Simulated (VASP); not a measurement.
# PtS2 (P-3m1) in VASP: a series of runs

Aim: see how the results for PtS2 move with the level of theory and the settings. Levels: PBE+D3(BJ), r2SCAN+rVV10. Tasks: relaxation of cell and atoms, single point.

Program: VASP 6.6.1. These are calculated values, not measurements. Logs are shortened: lines on timing, memory, paths and dates and some standing lists are left out, and cuts for length are marked.

### Step 1. The cell of the first run

Symmetry: P-3m1, No. 164, trigonal system. Conventional cell: a = 3.549 Å, b = 3.549 Å, c = 5.597 Å, α = 90.00°, β = 90.00°, γ = 120.00°. Pt (site symmetry -3m) has 6 S at 2.39 Å within 3.2 Å. Within 3.2 Å of S (site symmetry 3m) lie 3 Pt at 2.39 Å.

### Step 2. Relaxation of cell and atoms, PBE+D3(BJ)

File INCAR:

```
SYSTEM = PtS2
PREC     = Accurate       ! precision mode
ENCUT    = 500            ! plane-wave cutoff, eV
EDIFF    = 1E-7           ! SCF threshold, eV
ISMEAR   = -1             ! smearing method
SIGMA    = 0.02           ! smearing width, eV
LREAL    = .False.        ! projectors in reciprocal space
LASPH    = .True.         ! aspherical terms in the spheres
NELM     = 120            ! most SCF steps
ALGO     = Normal         ! electronic algorithm
ISIF     = 3              ! what is computed and relaxed
LWAVE    = .False.        ! write WAVECAR
LCHARG   = .False.        ! write CHGCAR
GGA      = PE             ! functional
IVDW     = 12             ! dispersion correction
IBRION   = 2              ! ionic algorithm
NSW      = 80             ! ionic steps
EDIFFG   = -0.005         ! ionic threshold
GGA_COMPAT= .False.      
NELMIN   = 4
```

File KPOINTS:

```
regular mesh
0
Gamma
  12 12 4
  0 0 0
```

File POSCAR:

```
PtS2
1.0
    3.5487421893      0.0000000000      0.0000000000
   -1.7743710947      3.0733008875      0.0000000000
    0.0000000000      0.0000000000      5.5970665400
Pt S
1 2
Direct
    0.0000000000      0.0000000000      0.0000000000
    0.6666666700      0.3333333300      0.7796640600
    0.3333333300      0.6666666700      0.2203359400
```

Potentials or basis: VASP PAW PBE potentials, release 64 (Pt, S).

Run with:

```bash
$ cat potpaw_PBE.64/Pt/POTCAR potpaw_PBE.64/S/POTCAR > POTCAR
$ mpirun -np 1 vasp_std > vasp.out
```

OUTCAR:

```text
SYSTEM = PtS2
   PREC = Accurate
   ENCUT = 500
   EDIFF = 1E-7
   ISMEAR = -1
   LREAL = .False.
   LASPH = .True.
   NELM = 120
   ISIF = 3
   GGA = PE
   IVDW = 12
   IBRION = 2
   NSW = 80
   EDIFFG = -0.005
   NELMIN = 4
 IVDW          = 12

 ion  position               nearest neighbor table
   1  0.000  0.000  0.000-   2 2.39   3 2.39   2 2.39   3 2.39   2 2.39   3 2.39
   2  0.667  0.333  0.780-   1 2.39   1 2.39   1 2.39
   3  0.333  0.667  0.220-   1 2.39   1 2.39   1 2.39

  LATTYP: Found a hexagonal cell.
 ALAT       =     3.5487421893
 C/A-ratio  =     1.5771972833

  Lattice vectors:

 A1 = (   3.5487421893,   0.0000000000,   0.0000000000)
 A2 = (  -1.7743710947,   3.0733008875,   0.0000000000)
 A3 = (   0.0000000000,   0.0000000000,   5.5970665400)

Analysis of symmetry for initial positions (statically):
=====================================================================
 Subroutine PRICEL returns:
 Original cell was already a primitive cell.

 Routine SETGRP: Setting up the symmetry group for a
 hexagonal supercell.

 Subroutine GETGRP returns: Found 12 space group operations
 (whereof 12 operations were pure point group operations)
 out of a pool of 24 trial point group operations.

The static configuration has the point symmetry D_3d.

Analysis of symmetry for dynamics (positions and initial velocities):
=====================================================================
 Subroutine PRICEL returns:
 Original cell was already a primitive cell.

 Routine SETGRP: Setting up the symmetry group for a
 hexagonal supercell.

 Subroutine GETGRP returns: Found 12 space group operations
 (whereof 12 operations were pure point group operations)
 out of a pool of 24 trial point group operations.

The dynamic configuration has the point symmetry D_3d.

 Subroutine INISYM returns: Found 12 space group operations
 (whereof 12 operations are pure point group operations),
 and found     1 'primitive' translations

----------------------------------------------------------------------------------------

                                     Primitive cell

  volume of cell :      61.0436

  direct lattice vectors                    reciprocal lattice vectors
     3.548742189  0.000000000  0.000000000     0.281789983  0.162691522  0.000000000
    -1.774371095  3.073300887  0.000000000     0.000000000  0.325383045  0.000000000
     0.000000000  0.000000000  5.597066540     0.000000000  0.000000000  0.178665019

  length of vectors
     3.548742189  3.548742189  5.597066540     0.325383045  0.325383045  0.178665019

  position of ions in fractional coordinates (direct lattice)
     0.000000000  0.000000000  0.000000000
     0.666666670  0.333333330  0.779664060
     0.333333330  0.666666670  0.220335940

  ion indices of the primitive-cell ions
   primitive index   ion index
                 1           1
                 2           2
                 3           3

----------------------------------------------------------------------------------------

 KPOINTS: regular mesh

Automatic generation of k-mesh.
 Grid dimensions read from file:
 generate k-points for:   12   12    4

 Generating k-lattice:

  Cartesian coordinates                     Fractional coordinates (reciprocal lattice)
     0.023482499  0.013557627  0.000000000     0.083333333  0.000000000  0.000000000
     0.000000000  0.027115254  0.000000000     0.000000000  0.083333333  0.000000000
     0.000000000  0.000000000  0.044666255     0.000000000  0.000000000  0.250000000

  Length of vectors
     0.027115254  0.027115254  0.044666255

  Shift w.r.t. Gamma in fractional coordinates (k-lattice)
     0.000000000  0.000000000  0.000000000

 Subroutine IBZKPT returns following result:
 ===========================================

 Found     69 irreducible k-points:

 Following reciprocal coordinates:
            Coordinates               Weight
  0.000000  0.000000  0.000000      1.000000
  0.083333  0.000000  0.000000      6.000000
  0.166667  0.000000  0.000000      6.000000
  0.250000  0.000000  0.000000      6.000000
  0.333333  0.000000  0.000000      6.000000
  0.416667  0.000000  0.000000      6.000000
[... 16 lines left out ...]
  0.166667  0.000000  0.250000      6.000000
  0.000000  0.166667  0.250000      6.000000
 [... further k-points ...]
   k-points           NKPTS =     69   k-points in BZ     NKDIM =     69   number of bands    NBANDS=     15
   number of dos      NEDOS =    301   number of ions     NIONS =      3
   total plane-waves  NPLWV =  32928
   dimension x,y,z NGX =    28 NGY =   28 NGZ =   42
   dimension x,y,z NGXF=    56 NGYF=   56 NGZF=   84
   ions per type =               1   2
   NGX,Y,Z   is equivalent  to a cutoff of  13.12, 13.12, 12.47 a.u.
   NGXF,Y,Z  is equivalent  to a cutoff of  26.23, 26.23, 24.95 a.u.
 SYSTEM =  PtS2
   PREC   = accura    normal or accurate (medium, high low for compatibility)
   ISTART =      0    job   : 0-new  1-cont  2-samecut
   ICHARG =      2    charge: 1-file 2-atom 10-const
   ISPIN  =      1    spin polarized calculation?
   LNONCOLLINEAR =      F non collinear calculations
   LSORBIT =      F    spin-orbit coupling
   LASPH  =      T    aspherical Exc in radial PAW
   ENCUT  =  500.0 eV  36.75 Ry    6.06 a.u.   6.47  6.47 10.20*2*pi/ulx,y,z
   NELM   =    120;   NELMIN=  4; NELMDL= -5     # of ELM steps
   EDIFF  = 0.1E-06   stopping-criterion for ELM
   LREAL  =      F    real-space projection
   EDIFFG = -.5E-02   stopping-criterion for IOM
   NSW    =     80    number of steps for IOM
   IBRION =      2    ionic relax: 0-MD 1-quasi-New 2-CG
   NFREE  =      1    steps in history (QN), initial steepest desc. (CG)
   ISIF   =      3    stress and relaxation
   ISYM   =      2    0-nonsym 1-usesym 2-fastsym
   POTIM  = 0.5000    time-step for ionic-motion
   TEBEG  =    0.0;   TEEND  =   0.0 temperature during run
   PSTRESS=    0.0 pullay stress
   NELECT =      22.0000    total number of electrons
   NUPDOWN=      -1.0000    fix difference up-down
   EMIN   =  10.00;   EMAX   =-10.00  energy-range for DOS
   EFERMI =   0.00;   METHOD = LEGACY
   ISMEAR =    -1;   SIGMA  =   0.02  broadening in eV -4-tet -1-fermi 0-gaus
   EFERMI_NEDOS =   21; number of points for ismear=-14 and -15
   IALGO  =     38    algorithm
   IMIX   =      4    mixing-type and parameters
     AMIX     =   0.40;   BMIX     =  1.00
     AMIX_MAG =   1.60;   BMIX_MAG =  1.00
  volume/ion in A,a.u.               =      20.35       137.31
  Fermi-wavevector in a.u.,A,eV,Ry     =   1.165026  2.201580 18.467001  1.357286
  Thomas-Fermi vector in A             =   2.301557
   LORBIT       =      0    0 simple, 1 ext, 2 COOP (PROOUT), +10 PAW based schemes
   GGA     = PE    functional components
   LHFCALC =     F    Hartree Fock is set to
   AEXX    =    0.0000 exact exchange contribution
   IVDW    =    12    specifies the selected vdW correction
   LEPSILON=     F    determine dielectric tensor
   LRPA    =     F    only Hartree local field effects (RPA)
 conjugate gradient relaxation of ions
 non-spin polarized calculation
  energy-cutoff  :      500.00
  volume of cell :       61.04
 maximum number of plane-waves:      1572
 NGX is ok and might be reduce to    28
   NGX = 13   NGY = 13   NGZ = 21

--------------------------------------- Ionic step        1  -------------------------------------------

 number of electron      22.0000000 magnetization

 Free energy of the ion-electron system (eV)
  ---------------------------------------------------
  ext. energy  EPLUGINS =         0.00000000
  ---------------------------------------------------
  free energy    TOTEN  =       -15.44162027 eV

  energy without entropy =      -15.44162027  energy(sigma->0) =      -15.44162027

 E-fermi :   5.4768     XC(G=0):  -9.9476

 val. band max:        5.0823271427   @ k =   0.0000   0.1667   0.2500
 cond. band min:       6.1901766377   @ k =   0.0000   0.2500   0.2500
 fundamental gap:      1.1078494950
 Fermi energy:         5.4768287360

 k-point     1 :       0.0000    0.0000    0.0000
  band No.  band energies     occupation
      1      -9.5101      2.00000
      2      -7.0462      2.00000
      3      -1.0294      2.00000
      4      -0.9521      2.00000
      5      -0.9521      2.00000
      6       1.7425      2.00000
      7       1.7425      2.00000
      8       3.5281      2.00000
      9       4.4000      2.00000
     10       4.4000      2.00000
     11       4.8914      2.00000
     12       7.7502      0.00000
     13       7.7502      0.00000
     14      10.5451      0.00000
     15      10.5883      0.00000
[... 397 lines left out ...]
 k-point    24 :       0.0000    0.1667    0.2500
  band No.  band energies     occupation
      1      -9.1058      2.00000
      2      -7.2774      2.00000
      3      -0.9901      2.00000
      4      -0.7546      2.00000
      5      -0.2818      2.00000
      6       1.1341      2.00000
      7       1.5304      2.00000
      8       2.8301      2.00000
      9       4.0909      2.00000
     10       4.4778      2.00000
     11       5.0823      2.00000
     12       6.7214      0.00000
     13       7.3816      0.00000
     14      11.3657      0.00000
     15      11.9045      0.00000

 [... further k-points ...]

------------------------ aborting loop because EDIFF is reached ----------------------------------------

 Edisp (eV)   -1.13106

 E8    (eV) :    -0.4517

  FORCE on cell =-STRESS in cart. coord.  units (eV):
  Direction    XX          YY          ZZ          XY          YZ          ZX
  --------------------------------------------------------------------------------------
  -------------------------------------------------------------------------------------
  Total      -0.30175    -0.30175    -0.74960     0.00000     0.00000    -0.00000
  in kB      -7.91978    -7.91978   -19.67434     0.00000     0.00000    -0.00000
  external pressure =      -11.84 kB  Pullay stress =        0.00 kB
[... 100 lines left out ...]
  FREE ENERGIE OF THE ION-ELECTRON SYSTEM (eV)
  ---------------------------------------------------
  free  energy   TOTEN  =       -16.5774312685 eV

  energy  without entropy=      -16.5774312684  energy(sigma->0) =      -16.57743127

[... ionic steps 4 to 21 ...]

--------------------------------------- Ionic step       22  -------------------------------------------

 number of electron      21.9999997 magnetization

------------------------ aborting loop because EDIFF is reached ----------------------------------------

 Edisp (eV)   -1.35624

 E8    (eV) :    -0.5445
[... 71 lines left out ...]
  energy  without entropy=      -16.6724848383  energy(sigma->0) =      -16.67255324

--------------------------------------- Ionic step       24  -------------------------------------------

 number of electron      21.9999997 magnetization

 Free energy of the ion-electron system (eV)
  ---------------------------------------------------
  ext. energy  EPLUGINS =         0.00000000
  ---------------------------------------------------
  free energy    TOTEN  =       -15.31697190 eV

  energy without entropy =      -15.31683994  energy(sigma->0) =      -15.31690592

 E-fermi :   8.0328     XC(G=0): -11.0467

 val. band max:        8.0127336735   @ k =   0.0000   0.0000   0.0000
 cond. band min:       8.1023914909   @ k =   0.0000   0.3333   0.2500
 fundamental gap:      0.0896578174
 Fermi energy:         8.0327967465

 k-point     1 :       0.0000    0.0000    0.0000
  band No.  band energies     occupation
      1      -7.9887      2.00000
      2      -4.5645      2.00000
      3       0.3349      2.00000
      4       0.8862      2.00000
      5       0.8862      2.00000
      6       3.7314      2.00000
      7       3.7314      2.00000
      8       5.4858      2.00000
      9       6.3820      2.00000
     10       6.3820      2.00000
     11       8.0127      1.46336
     12       9.1580      0.00000
     13       9.1580      0.00000
     14      11.6114      0.00000
     15      13.0141      0.00000
[... 397 lines left out ...]
 k-point    24 :       0.0000    0.1667    0.2500
  band No.  band energies     occupation
      1      -7.3877      2.00000
      2      -5.3021      2.00000
      3       0.6255      2.00000
      4       1.0712      2.00000
      5       1.9324      2.00000
      6       2.9256      2.00000
      7       3.5287      2.00000
      8       4.6946      2.00000
      9       5.8672      2.00000
     10       6.4845      2.00000
     11       7.7377      2.00000
     12       8.7302      0.00000
     13       8.9906      0.00000
     14      12.7552      0.00000
     15      13.7069      0.00000

 [... further k-points ...]

------------------------ aborting loop because EDIFF is reached ----------------------------------------

 Edisp (eV)   -1.35566

 E8    (eV) :    -0.5442

  FORCE on cell =-STRESS in cart. coord.  units (eV):
  Direction    XX          YY          ZZ          XY          YZ          ZX
  --------------------------------------------------------------------------------------
  -------------------------------------------------------------------------------------
  Total       0.00910     0.00910    -0.00144    -0.00000     0.00000     0.00000
  in kB       0.28142     0.28142    -0.04444    -0.00000     0.00000     0.00000
  external pressure =        0.17 kB  Pullay stress =        0.00 kB
[... 18 lines left out ...]
  FREE ENERGIE OF THE ION-ELECTRON SYSTEM (eV)
  ---------------------------------------------------
  free  energy   TOTEN  =       -16.6726312327 eV

  energy  without entropy=      -16.6724992756  energy(sigma->0) =      -16.67256525

 reached required accuracy - stopping structural energy minimisation
```

Wall time 6.4 min (1 thread of Intel Xeon 6975P-C (Granite Rapids), shared host); peak memory 0.24 GiB.

What came out:

- Free energy: -16.6726 eV
- Relaxed volume: 17.26 Å³/atom
- Relaxed cell: a = 3.578 Å, b = 3.578 Å, c = 4.670 Å, α = 90.00°, β = 90.00°, γ = 120.00°
- Space group after relaxing (to 0.05 Å): P-3m1 (No. 164)
- Energy gained by relaxing: 33.3 meV/atom
- Ionic steps: 24
- Pressure after relaxing: 0.0 GPa
- Largest force after relaxing: 0.005 eV/Å
- Band gap on the k mesh: 0.09 eV, indirect (least direct gap 0.70 eV)
- Dispersion energy per atom: -0.452 eV

Forces in eV/Å, atoms in the order of the input:
```
Pt   0.000  0.000  0.000
S    0.000  0.000  0.005
S    0.000  0.000 -0.005
```

Step by step:
| step | energy change (eV) | largest force (eV/Å) | pressure (GPa) | volume (Å³) |
| --- | --- | --- | --- | --- |
| 1 | 0.0000 | 0.0583 | -1.18 | 61.04 |
| 2 | -0.0043 | 0.3354 | 1.15 | 59.72 |
| 3 | -0.0047 | 0.2686 | 0.57 | 60.03 |
| 4 | -0.0102 | 0.2744 | 0.56 | 59.69 |
| 5 | -0.0259 | 0.2948 | 0.59 | 58.67 |
| 6 | -0.0534 | 0.3499 | 0.84 | 56.60 |
| 7 | -0.0800 | 0.5075 | 2.37 | 52.35 |
| 8 | -0.0905 | 0.3050 | 0.65 | 52.37 |
| 9 | -0.0931 | 0.1199 | -0.92 | 52.39 |
| 10 | -0.0931 | 0.1454 | -0.71 | 52.39 |
| 11 | -0.0954 | 0.1152 | -0.59 | 52.23 |
| 12 | -0.0994 | 0.0238 | -0.22 | 51.75 |
| 13 | -0.0997 | 0.0121 | -0.07 | 51.57 |
| 14 | -0.0997 | 0.0089 | -0.08 | 51.59 |
| 15 | -0.0997 | 0.0039 | 0.05 | 51.57 |
| 16 | -0.0998 | 0.0095 | 0.10 | 51.57 |
| 17 | -0.0998 | 0.0052 | 0.07 | 51.60 |
| 18 | -0.0999 | 0.0078 | -0.01 | 51.70 |
| 19 | -0.0998 | 0.0335 | -0.17 | 51.89 |
| 20 | -0.0999 | 0.0158 | -0.06 | 51.76 |
| 21 | -0.0999 | 0.0022 | 0.09 | 51.76 |
| 22 | -0.0999 | 0.0070 | 0.03 | 51.76 |
| 23 | -0.0999 | 0.0076 | 0.03 | 51.76 |
| 24 | -0.0999 | 0.0045 | 0.02 | 51.78 |

Final structure:
```
Pt S
1.0
     3.57827    0.00000    0.00000
    -1.78913    3.09887    0.00000
     0.00000    0.00000    4.66991
Pt S
1 2
Cartesian
  0.0000 0.0000 0.0000
  1.7891 1.0330 3.4639
  0.0000 2.0659 1.2060
```

Caveat: the volume moved by over 15 % at a fixed basis, so the end points are rough; spin-orbit coupling is left out, which moves the levels of the heavy elements. A k mesh can miss the band edges.

### Step 3. Single point, r2SCAN+rVV10

This run uses another cell than the first one, of 18.66 Å³/atom, 0.917 times its volume.

File POSCAR:

```
PtS2
1.0
    3.5526392528      0.0000000000      0.0000000000
   -1.7763196264      3.0766758434      0.0000000000
    0.0000000000      0.0000000000      5.1227220331
Pt S
1 2
Direct
    0.0000000000      0.0000000000      0.0000000000
    0.6666666667      0.3333333333      0.7607402620
    0.3333333333      0.6666666667      0.2392597380
```

File INCAR.step1:

```
ALGO = Normal
EDIFF = 1E-5
ENCUT = 550
GGA = PE
GGA_COMPAT = False
ISMEAR = -1
LASPH = True
LCHARG = False
LREAL = False
LWAVE = True
NBANDS = 18
NELM = 120
PREC = Accurate
SIGMA = 0.02
```

File INCAR.step2:

```
ALGO = Normal
BPARAM = 11.95
CPARAM = 0.0093
EDIFF = 1E-6
ENCUT = 550
GGA_COMPAT = False
ISIF = 2
ISMEAR = -1
ISTART = 1
IVDW_NL = 2
LASPH = True
LCHARG = False
LMIXTAU = True
LREAL = False
LUSE_VDW = True
LWAVE = False
METAGGA = R2SCAN
NBANDS = 18
NELM = 120
PREC = Accurate
SIGMA = 0.02
```

File KPOINTS:

```
k-points
0
Gamma
  12 12 6
```

Potentials or basis: VASP PAW PBE potentials, release 64 (Pt, S).

Run with:

```bash
$ cat potpaw_PBE.64/Pt/POTCAR potpaw_PBE.64/S/POTCAR > POTCAR
$ cp INCAR.step1 INCAR
$ mpirun -np 1 vasp_std > vasp.out
$ cp INCAR.step2 INCAR
$ mpirun -np 1 vasp_std > vasp.out
```

It took 3.3 min on 1 thread of Intel Xeon 6975P-C (Granite Rapids), shared host; peak memory 0.37 GiB.

Results (log left out):

```
Free energy            : -68.4172 eV
Pressure               : 0.2 GPa
Largest force          : 0.013 eV/Å
Band gap on the k mesh : 0.85 eV, indirect (least direct gap 1.12 eV)
```

Forces on the atoms (eV/Å):
```
Pt   0.000  0.000  0.000
S    0.000  0.000 -0.013
S    0.000  0.000  0.013
```

Stress tensor (GPa, compression positive):
```
0.25 0.00 0.00
0.00 0.25 0.00
0.00 0.00 0.13
```

Levels at points of the mesh, in eV from the valence-band top:
| k point | band 9 | band 10 | band 11 | band 12 | band 13 | band 14 |
| --- | --- | --- | --- | --- | --- | --- |
| (0.00, 0.00, 0.00) | -1.08 | -1.08 | -0.01 | 2.28 | 2.28 | 5.17 |
| (0.50, 0.00, 0.00) | -3.22 | -3.09 | -2.49 | 1.70 | 2.75 | 5.78 |
| (0.00, 0.00, 0.50) | -1.32 | -1.32 | -1.12 | 2.82 | 2.82 | 6.00 |
| (0.50, 0.00, 0.50) | -2.81 | -2.81 | -1.47 | 1.90 | 2.41 | 5.45 |

Caveat: the PAW data sets were made with another functional, which shifts forces and pressure a little; spin-orbit coupling is left out, which moves the levels of the heavy elements. A k mesh can miss the band edges.
